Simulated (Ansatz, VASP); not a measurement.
# BAs in VASP and in Ansatz

```
CELL_PARAMETERS angstrom
3.37206 0.00000 0.00000
-1.68603 2.92029 0.00000
0.00000 0.00000 23.80000
ATOMIC_POSITIONS crystal
B 0.33333 0.66667 0.29412
As 0.66667 0.33333 0.29412
```

Alike in both runs: functional PBE; dispersion D4; k mesh 12 × 12 × 1; occupations gaussian, width 0.03 eV; no spin polarisation.

Ansatz relaxed the structure, and its values are those at the end. VASP's run is a single point on that final structure, the one shown.

|  | VASP | Ansatz |
| --- | --- | --- |
| version | VASP 6.6.1 | Ansatz 0.2.0 |
| potentials or method | VASP PAW PBE potentials, release 64 (B, As), cutoff 420 eV | scalar-relativistic, plane waves, PAW |
| valence electrons in the cell | 8 | 18 |

|  | VASP | Ansatz | Ansatz less VASP |
| --- | --- | --- | --- |
| gap on the k mesh at the Fermi level (eV) | 0.74 | 0.75 | +0.010 |
| least direct gap on the mesh (eV) | 0.74 | 0.75 | +0.010 |

VASP's potentials hold 8 valence electrons a cell and Ansatz's 18, so a difference there can come from the potentials and not from the codes. Ansatz's warnings: slab cell height set, structure snapped to symmetry.
